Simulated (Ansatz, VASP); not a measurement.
## Rh: VASP beside Ansatz

POSCAR

```
Rh
1.0
    2.7309790422      0.0000000000      0.0000000000
   -1.3654895211      2.3650972278      0.0000000000
    0.0000000000      0.0000000000      4.4284890000
Rh
2
Direct
    0.6349554968      0.2699109936      0.6822568036
    0.3333333333      0.6666666667      0.2500000000
```

Contents of INCAR.step1:

```
SYSTEM = Rh
PREC = Accurate
ENCUT = 520
ISMEAR = 0
SIGMA = 0.15
LREAL = .False.
LASPH = .True.
NELM = 80
NBANDS = 22
GGA = PE
ALGO = Normal
EDIFF = 1E-4
LWAVE = .True.
LCHARG = .False.
```

INCAR.step2

```
SYSTEM = Rh
PREC = Accurate
ENCUT = 520
EDIFF = 1E-7
ISMEAR = 0
SIGMA = 0.15
LREAL = .False.
LASPH = .True.
NELM = 80
ALGO = Normal
ISIF = 2
LWAVE = .False.
LCHARG = .True.
METAGGA = R2SCAN
LMIXTAU = .True.
LELF = .True.
LVHAR = .True.
NBANDS = 22
ISTART = 1
```

Contents of KPOINTS:

```
Automatic mesh
0
Gamma
  18 18 12
  0 0 0
```

Input for Ansatz:

```yaml
crystal:
  lattice:
    - [2.7309790422, 0.0, 0.0]
    - [-1.3654895211, 2.3650972278, 0.0]
    - [0.0, 0.0, 4.428489]
  atoms:
    - { symbol: Rh, position: [0.6349554968, 0.2699109936, 0.6822568036] }
    - { symbol: Rh, position: [0.3333333333, 0.6666666667, 0.25] }
basis:
  ecutwfc: 500
kpoints:
  mp_grid: { grid: [18, 18, 12] }
hamiltonian:
  xc: r2scan
scf:
  occupations: { method: gaussian, width: 0.15 }
output:
  forces: true
  stress: true
  eigenvalues: true
```

Alike in both runs: task single point; functional r2SCAN; k mesh 18 × 18 × 12; occupations gaussian, width 0.15 eV; no spin polarisation.

```csv
,VASP,Ansatz
version,VASP 6.6.1,Ansatz 0.2.0
potentials or method,"VASP PAW PBE potentials, release 64 (Rh_pv), cutoff 520 eV","scalar-relativistic, plane waves, PAW"
valence electrons in the cell,30,34
```

|  | VASP | Ansatz | Ansatz less VASP |
| --- | --- | --- | --- |
| gap on the k mesh at the Fermi level (eV) | none | none | - |
| pressure (GPa) | 5.3 | 3.9 | -1.32 |
| traceless stress, the component that is largest in VASP (GPa) | 7.84 | 7.66 | -0.179 |
| rms of the force components (eV/Å) | 1.865 | 1.799 | -0.0653 |

VASP's potentials were made for PBE, not for r2SCAN. Atom by atom the forces differ by 0.066 eV/Å (rms over components). A gap of «none» marks a metal or a gap that the smearing closes. VASP's potentials hold 30 valence electrons a cell and Ansatz's 34, so a difference there can come from the potentials and not from the codes.
